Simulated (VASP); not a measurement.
Crystal: TaO.

```xyz
8
Lattice="4.8722 0.0000 0.0000 0.0000 4.3871 0.0000 0.0000 0.0000 4.1428" Properties=species:S:1:pos:R:3 pbc="T T T"
Ta    1.2424    0.0421    1.0357
Ta    3.6298    4.3449    3.1071
Ta    1.2424    2.1514    3.1071
Ta    3.6298    2.2356    1.0357
O     4.1867    0.2755    1.0357
O     0.6855    4.1115    3.1071
O     4.1867    1.9180    3.1071
O     0.6855    2.4690    1.0357
```

- Program: VASP 6.6.1
- Task: relaxation of cell and atoms
- Functional: PBE
- Potentials or basis: VASP PAW PBE potentials, release 64 (Ta_pv, O)
- Cutoff: 600 eV
- k mesh: 4 × 4 × 4
- Occupations: gaussian, width 0.1 eV
- Spin: no spin polarisation

At the start: pressure 34.3 GPa; volume 11.07 Å³/atom.

Q: Where does the relaxation end?

A: Over 19 steps the energy falls by 523.1 meV/atom and the volume is 11.66 Å³/atom (+5.3 %); space group Pbcm (No. 57, to 0.1 Å) before, P4/nmm (No. 129, to 0.1 Å).

Step by step:
| step | energy change (eV) | largest force (eV/Å) | pressure (GPa) | volume (Å³) |
| --- | --- | --- | --- | --- |
| 1 | 0.0000 | 5.9386 | 34.29 | 88.55 |
| 2 | 1.8438 | 2.4873 | -36.77 | 121.73 |
| 3 | -2.3983 | 0.9762 | -13.53 | 100.04 |
| 4 | -2.4463 | 0.9954 | -10.75 | 98.85 |
| 5 | -2.4586 | 0.9982 | -8.33 | 97.90 |
| 6 | -3.1101 | 1.1477 | 5.06 | 92.25 |
| 7 | -3.1173 | 1.1610 | 7.19 | 91.56 |
| 8 | -3.5687 | 1.5117 | 1.42 | 93.20 |
| 9 | -3.6225 | 1.8560 | -1.47 | 94.26 |
| 10 | -3.6383 | 1.7541 | -0.57 | 93.88 |
| 11 | -4.0022 | 0.8012 | -3.16 | 94.68 |
| 12 | -4.0045 | 0.7991 | -3.26 | 94.74 |
| 13 | -4.1486 | 0.2800 | 2.95 | 92.40 |
| 14 | -4.1499 | 0.2702 | 3.64 | 92.16 |
| 15 | -4.1702 | 0.1022 | -2.45 | 93.95 |
| 16 | -4.1798 | 0.1405 | -0.36 | 93.31 |
| 17 | -4.1830 | 0.0811 | 0.01 | 93.18 |
| 18 | -4.1837 | 0.0767 | 0.30 | 93.08 |
| 19 | -4.1847 | 0.0360 | -0.14 | 93.26 |

Final structure:
```
Ta O
1.0
     5.64439    0.00000    0.00000
     0.00000    4.06676    0.00000
     0.00000    0.00000    4.06298
Ta O
4 4
Direct
  0.29228 0.00042 0.25000
  0.70772 0.99958 0.75000
  0.29228 0.49958 0.75000
  0.70772 0.50042 0.25000
  0.86173 0.00050 0.25000
  0.13827 0.99950 0.75000
  0.86173 0.49950 0.75000
  0.13827 0.50050 0.25000
```

Caveat: the k points lie up to 0.39 Å⁻¹ apart in the final cell, too coarse for converged energies and pressures of a metal; a cell axis changed by over 15 % at a fixed basis, so the end point is rough.
